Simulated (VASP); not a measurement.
# GaP (P6_3/mmc) in VASP: further runs

The runs below take GaP through single point, with PBE.

Everything below comes from runs of VASP 6.6.1. Logs are shortened: lines on timing, memory, paths and dates and some standing lists are left out, and cuts for length are marked.

## 1. The cell of the first run

The structure is hexagonal, space group P6_3/mmc (No. 194). Conventional cell: a = 3.597 Å, b = 3.597 Å, c = 6.031 Å, α = 90.00°, β = 90.00°, γ = 120.00°. Within 3.4 Å of Ga (site symmetry -3m) lie 6 P at 2.57 Å and 2 Ga at 3.02 Å. Within 3.4 Å of P (site symmetry -6m2) lie 6 Ga at 2.57 Å.

## 2. Single point, PBE

Input file INCAR:

```
SYSTEM = GaP
ALGO = Normal
EDIFF = 1E-7
ENCUT = 520
GGA = PE
ISIF = 2
ISMEAR = -1
LASPH = .TRUE.
LCHARG = .FALSE.
LREAL = .FALSE.
LWAVE = .FALSE.
NBANDS = 26
NELM = 80
PREC = Accurate
SIGMA = 0.02
```

Input file KPOINTS:

```
k-points
0
G
  8 8 1
  0 0 0
```

Input file POSCAR:

```
GaP
1.0
    3.5965004571      0.0000000000      0.0000000000
   -1.7982502286      3.1146607606      0.0000000000
    0.0000000000      0.0000000000      6.0305309388
Ga P
2 2
Direct
    0.0000000000      0.0000000000      0.0000000000
    0.0000000000      0.0000000000      0.5000000000
    0.3333333333      0.6666666667      0.2500000000
    0.6666666667      0.3333333333      0.7500000000
```

Potentials or basis: VASP PAW PBE potentials, release 64 (Ga_d, P).

Run with:

```sh
$ cat potpaw_PBE.64/Ga_d/POTCAR potpaw_PBE.64/P/POTCAR > POTCAR
$ mpirun -np 1 vasp_std > vasp.out
```

OUTCAR:

```text
SYSTEM = GaP
   EDIFF = 1E-7
   ENCUT = 520
   GGA = PE
   ISIF = 2
   ISMEAR = -1
   LASPH = .TRUE.
   LREAL = .FALSE.
   NELM = 80
   PREC = Accurate

 ion  position               nearest neighbor table
   1  0.000  0.000  0.000-   3 2.57   4 2.57   4 2.57   3 2.57   4 2.57   3 2.57
   2  0.000  0.000  0.500-   3 2.57   4 2.57   4 2.57   3 2.57   4 2.57   3 2.57
   3  0.333  0.667  0.250-   1 2.57   2 2.57   1 2.57   2 2.57   1 2.57   2 2.57
   4  0.667  0.333  0.750-   1 2.57   2 2.57   1 2.57   2 2.57   1 2.57   2 2.57

  LATTYP: Found a hexagonal cell.
 ALAT       =     3.5965004571
 C/A-ratio  =     1.6767774704

  Lattice vectors:

 A1 = (   3.5965004571,   0.0000000000,   0.0000000000)
 A2 = (  -1.7982502286,   3.1146607606,   0.0000000000)
 A3 = (   0.0000000000,   0.0000000000,   6.0305309388)

Analysis of symmetry for initial positions (statically):
=====================================================================
 Subroutine PRICEL returns:
 Original cell was already a primitive cell.

 Routine SETGRP: Setting up the symmetry group for a
 hexagonal supercell.

 Subroutine GETGRP returns: Found 24 space group operations
 (whereof 12 operations were pure point group operations)
 out of a pool of 24 trial point group operations.

The static configuration has the point symmetry D_3d.
 The point group associated with its full space group is D_6h.

Analysis of symmetry for dynamics (positions and initial velocities):
=====================================================================
 Subroutine PRICEL returns:
 Original cell was already a primitive cell.

 Routine SETGRP: Setting up the symmetry group for a
 hexagonal supercell.

 Subroutine GETGRP returns: Found 24 space group operations
 (whereof 12 operations were pure point group operations)
 out of a pool of 24 trial point group operations.

The dynamic configuration has the point symmetry D_3d.
 The point group associated with its full space group is D_6h.

 Subroutine INISYM returns: Found 24 space group operations
 (whereof 12 operations are pure point group operations),
 and found     1 'primitive' translations

----------------------------------------------------------------------------------------

                                     Primitive cell

  volume of cell :      67.5533

  direct lattice vectors                    reciprocal lattice vectors
     3.596500457  0.000000000  0.000000000     0.278048067  0.160531126  0.000000000
    -1.798250229  3.114660761  0.000000000     0.000000000  0.321062253  0.000000000
     0.000000000  0.000000000  6.030530939     0.000000000  0.000000000  0.165822879

  length of vectors
     3.596500457  3.596500457  6.030530939     0.321062253  0.321062253  0.165822879

  position of ions in fractional coordinates (direct lattice)
     0.000000000  0.000000000  0.000000000
     0.000000000  0.000000000  0.500000000
     0.333333333  0.666666667  0.250000000
     0.666666667  0.333333333  0.750000000

  ion indices of the primitive-cell ions
   primitive index   ion index
                 1           1
                 2           2
                 3           3
                 4           4

----------------------------------------------------------------------------------------

 KPOINTS: k-points

Automatic generation of k-mesh.
 Grid dimensions read from file:
 generate k-points for:    8    8    1

 Generating k-lattice:

  Cartesian coordinates                     Fractional coordinates (reciprocal lattice)
     0.034756008  0.020066391  0.000000000     0.125000000  0.000000000  0.000000000
     0.000000000  0.040132782  0.000000000     0.000000000  0.125000000  0.000000000
     0.000000000  0.000000000  0.165822879     0.000000000  0.000000000  1.000000000

  Length of vectors
     0.040132782  0.040132782  0.165822879

  Shift w.r.t. Gamma in fractional coordinates (k-lattice)
     0.000000000  0.000000000  0.000000000

 Subroutine IBZKPT returns following result:
 ===========================================

 Found     10 irreducible k-points:

 Following reciprocal coordinates:
            Coordinates               Weight
  0.000000  0.000000  0.000000      1.000000
  0.125000  0.000000  0.000000      6.000000
  0.250000  0.000000  0.000000      6.000000
  0.375000 -0.000000  0.000000      6.000000
  0.500000  0.000000  0.000000      3.000000
  0.125000  0.125000  0.000000      6.000000
  0.250000  0.125000  0.000000     12.000000
  0.375000  0.125000  0.000000     12.000000
  0.250000  0.250000  0.000000      6.000000
  0.375000  0.250000  0.000000      6.000000
   k-points           NKPTS =     10   k-points in BZ     NKDIM =     10   number of bands    NBANDS=     26
   number of dos      NEDOS =    301   number of ions     NIONS =      4
   total plane-waves  NPLWV =  37632
   dimension x,y,z NGX =    28 NGY =   28 NGZ =   48
   dimension x,y,z NGXF=    56 NGYF=   56 NGZF=   96
   ions per type =               2   2
   NGX,Y,Z   is equivalent  to a cutoff of  12.94, 12.94, 13.23 a.u.
   NGXF,Y,Z  is equivalent  to a cutoff of  25.89, 25.89, 26.46 a.u.
 SYSTEM =  GaP
   PREC   = accura    normal or accurate (medium, high low for compatibility)
   ISTART =      0    job   : 0-new  1-cont  2-samecut
   ICHARG =      2    charge: 1-file 2-atom 10-const
   ISPIN  =      1    spin polarized calculation?
   LNONCOLLINEAR =      F non collinear calculations
   LSORBIT =      F    spin-orbit coupling
   LASPH  =      T    aspherical Exc in radial PAW
   ENCUT  =  520.0 eV  38.22 Ry    6.18 a.u.   6.69  6.69 11.21*2*pi/ulx,y,z
   NELM   =     80;   NELMIN=  2; NELMDL= -5     # of ELM steps
   EDIFF  = 0.1E-06   stopping-criterion for ELM
   LREAL  =      F    real-space projection
   EDIFFG = 0.1E-05   stopping-criterion for IOM
   NSW    =      0    number of steps for IOM
   IBRION =     -1    ionic relax: 0-MD 1-quasi-New 2-CG
   NFREE  =      0    steps in history (QN), initial steepest desc. (CG)
   ISIF   =      2    stress and relaxation
   ISYM   =      2    0-nonsym 1-usesym 2-fastsym
   POTIM  = 0.5000    time-step for ionic-motion
   TEBEG  =    0.0;   TEEND  =   0.0 temperature during run
   PSTRESS=    0.0 pullay stress
   NELECT =      36.0000    total number of electrons
   NUPDOWN=      -1.0000    fix difference up-down
   EMIN   =  10.00;   EMAX   =-10.00  energy-range for DOS
   EFERMI =   0.00;   METHOD = LEGACY
   ISMEAR =    -1;   SIGMA  =   0.02  broadening in eV -4-tet -1-fermi 0-gaus
   EFERMI_NEDOS =   21; number of points for ismear=-14 and -15
   IALGO  =     38    algorithm
   IMIX   =      4    mixing-type and parameters
     AMIX     =   0.40;   BMIX     =  1.00
     AMIX_MAG =   1.60;   BMIX_MAG =  1.00
  volume/ion in A,a.u.               =      16.89       113.97
  Fermi-wavevector in a.u.,A,eV,Ry     =   1.327273  2.508182 23.968745  1.761653
  Thomas-Fermi vector in A             =   2.456597
   LORBIT       =      0    0 simple, 1 ext, 2 COOP (PROOUT), +10 PAW based schemes
   GGA     = PE    functional components
   LHFCALC =     F    Hartree Fock is set to
   AEXX    =    0.0000 exact exchange contribution
   IVDW    =     0    specifies the selected vdW correction
   LEPSILON=     F    determine dielectric tensor
   LRPA    =     F    only Hartree local field effects (RPA)
 non-spin polarized calculation
  energy-cutoff  :      520.00
  volume of cell :       67.55
 maximum number of plane-waves:      1834
 NGX is ok and might be reduce to    28
   NGX = 13   NGY = 13   NGZ = 23

 number of electron      35.9999992 magnetization

 Free energy of the ion-electron system (eV)
  ---------------------------------------------------
  ext. energy  EPLUGINS =         0.00000000
  ---------------------------------------------------
  free energy    TOTEN  =       -16.98547660 eV

  energy without entropy =      -16.98105245  energy(sigma->0) =      -16.98326452

 E-fermi :   6.7044     XC(G=0): -11.0259

 val. band max:        6.6704962850   @ k =   0.3750   0.1250   0.0000
 cond. band min:       6.7233361942   @ k =   0.5000   0.0000   0.0000
 fundamental gap:      0.0528399092
 Fermi energy:         6.7044389776

 k-point     1 :       0.0000    0.0000    0.0000
  band No.  band energies     occupation
      1      -8.1324      2.00000
      2      -8.0818      2.00000
      3      -8.0818      2.00000
      4      -8.0027      2.00000
      5      -8.0027      2.00000
      6      -7.9931      2.00000
[... 18 lines left out ...]
     25      12.8201      0.00000
     26      13.6565      0.00000

 k-point     2 :       0.1250    0.0000    0.0000
  band No.  band energies     occupation
      1      -8.1290      2.00000
      2      -8.1127      2.00000
      3      -8.0811      2.00000
      4      -8.0080      2.00000
      5      -7.9969      2.00000
      6      -7.9958      2.00000
[... 18 lines left out ...]
     25      13.2812      0.00000
     26      13.6118      0.00000

 k-point     3 :       0.2500    0.0000    0.0000
  band No.  band energies     occupation
      1      -8.1828      2.00000
      2      -8.1210      2.00000
      3      -8.0822      2.00000
      4      -8.0227      2.00000
      5      -8.0068      2.00000
      6      -7.9817      2.00000
[... 18 lines left out ...]
     25      13.8742      0.00000
     26      14.0493      0.00000

 k-point     4 :       0.3750   -0.0000    0.0000
  band No.  band energies     occupation
      1      -8.2464      2.00000
      2      -8.1132      2.00000
      3      -8.0858      2.00000
      4      -8.0387      2.00000
      5      -8.0171      2.00000
      6      -7.9725      2.00000
[... 18 lines left out ...]
     25      15.3052      0.00000
     26      15.9671      0.00000
[... 90 lines left out ...]
      1      -8.2514      2.00000
      2      -8.1097      2.00000
      3      -8.1067      2.00000
      4      -8.0353      2.00000
      5      -8.0132      2.00000
      6      -7.9767      2.00000
[... 18 lines left out ...]
     25      14.9133      0.00000
     26      16.2878      0.00000

 k-point     9 :       0.2500    0.2500    0.0000
  band No.  band energies     occupation
      1      -8.2234      2.00000
      2      -8.1341      2.00000
      3      -8.1094      2.00000
      4      -8.0208      2.00000
      5      -8.0008      2.00000
      6      -7.9873      2.00000
[... 18 lines left out ...]
     25      14.0724      0.00000
     26      14.5243      0.00000

 k-point    10 :       0.3750    0.2500    0.0000
  band No.  band energies     occupation
      1      -8.2195      2.00000
      2      -8.1561      2.00000
      3      -8.1069      2.00000
      4      -8.0169      2.00000
      5      -7.9953      2.00000
      6      -7.9917      2.00000
[... 18 lines left out ...]
     25      14.4879      0.00000
     26      14.6837      0.00000

------------------------ aborting loop because EDIFF is reached ----------------------------------------

  FORCE on cell =-STRESS in cart. coord.  units (eV):
  Direction    XX          YY          ZZ          XY          YZ          ZX
  --------------------------------------------------------------------------------------
  -------------------------------------------------------------------------------------
  Total        1.4517163      1.4517163     -0.6838254     -0.0000000      0.0000000      0.0000000
  in kB       34.4307039     34.4307039    -16.2184509     -0.0000000      0.0000000      0.0000000
  external PRESSURE =      17.5476523 kB  Pullay stress =       0.0000000 kB

 VOLUME and BASIS-vectors are now :
 -----------------------------------------------------------------------------
  energy-cutoff  :      520.00
  volume of cell :       67.55
      direct lattice vectors                 reciprocal lattice vectors
     3.596500457  0.000000000  0.000000000     0.278048067  0.160531126  0.000000000
    -1.798250229  3.114660761  0.000000000     0.000000000  0.321062253  0.000000000
     0.000000000  0.000000000  6.030530939     0.000000000  0.000000000  0.165822879

 POSITION                                       TOTAL-FORCE (eV/Angst)
 -----------------------------------------------------------------------------------
      0.00000      0.00000      0.00000         0.000000      0.000000      0.000000
      0.00000      0.00000      3.01527         0.000000      0.000000      0.000000
     -0.00000      2.07644      1.50763         0.000000     -0.000000     -0.000000
      1.79825      1.03822      4.52290        -0.000000      0.000000      0.000000
 -----------------------------------------------------------------------------------
    total drift:                               -0.000000      0.000000      0.000000

  FREE ENERGIE OF THE ION-ELECTRON SYSTEM (eV)
  ---------------------------------------------------
  free  energy   TOTEN  =       -16.9854766005 eV

  energy  without entropy=      -16.9810524463  energy(sigma->0) =      -16.98326452
```

It took 38 s on 1 thread of AMD EPYC 7R13, shared host; peak memory 0.15 GiB.

Results:

| Item | Value |
| --- | --- |
| Free energy | -16.9855 eV |
| Pressure | 1.8 GPa |
| Band gap on the k mesh | zero (band 18 reaches 7.14 eV, above the bottom of band 19 at 4.67 eV) |

Stress tensor (GPa, compression positive):
```
 3.44  0.00  0.00
 0.00  3.44  0.00
 0.00  0.00 -1.62
```

Caveat: the k points lie up to 1.04 Å⁻¹ apart.

## 3. Single point, PBE

Input file INCAR:

```
PREC = Accurate ; ENCUT = 520
EDIFF = 1E-6 ; ISMEAR = -1
SIGMA = 0.02 ; LREAL = False
LASPH = True ; NELM = 80
ALGO = Normal ; ISIF = 2
LWAVE = False ; LCHARG = False
GGA = PE ; NBANDS = 26
```

Input file KPOINTS:

```
regular mesh
0
Gamma
  6 6 4
```

POSCAR is that of step 2.

Potentials or basis: VASP PAW PBE potentials, release 64 (Ga_d, P).

Run with:

```sh
$ cat potpaw_PBE.64/Ga_d/POTCAR potpaw_PBE.64/P/POTCAR > POTCAR
$ mpirun -np 1 vasp_std > vasp.out
```

Run time: 60 s. Hardware: 1 thread of AMD EPYC 7R13, shared host; peak memory 0.16 GiB.

It converged, with:

* Free energy: -16.4406 eV
* Pressure: 2.7 GPa
* Band gap on the k mesh: zero (band 18 reaches 7.19 eV, above the bottom of band 19 at 3.48 eV)

Stress tensor (GPa, compression positive):
```
1.43 0.00 0.00
0.00 1.43 0.00
0.00 0.00 5.19
```

Levels at points of the mesh, in eV from the Fermi level:
```tsv
k point	band 14	band 15	band 16	band 17	band 18	band 19	band 20	band 21	band 22	band 23
(0.00, 0.00, 0.00)	-0.38	-0.38	-0.30	0.14	0.14	0.96	2.95	4.91	4.91	5.68
(0.50, 0.00, 0.00)	-5.44	-4.58	-4.49	-2.77	0.00	1.32	1.49	2.88	2.95	5.58
(0.00, 0.00, 0.50)	-4.71	-0.05	-0.05	-0.05	-0.05	2.80	2.80	4.47	4.47	4.47
(0.50, 0.00, 0.50)	-7.43	-1.99	-1.99	-1.81	-1.81	-0.15	-0.15	3.30	3.30	6.33
```
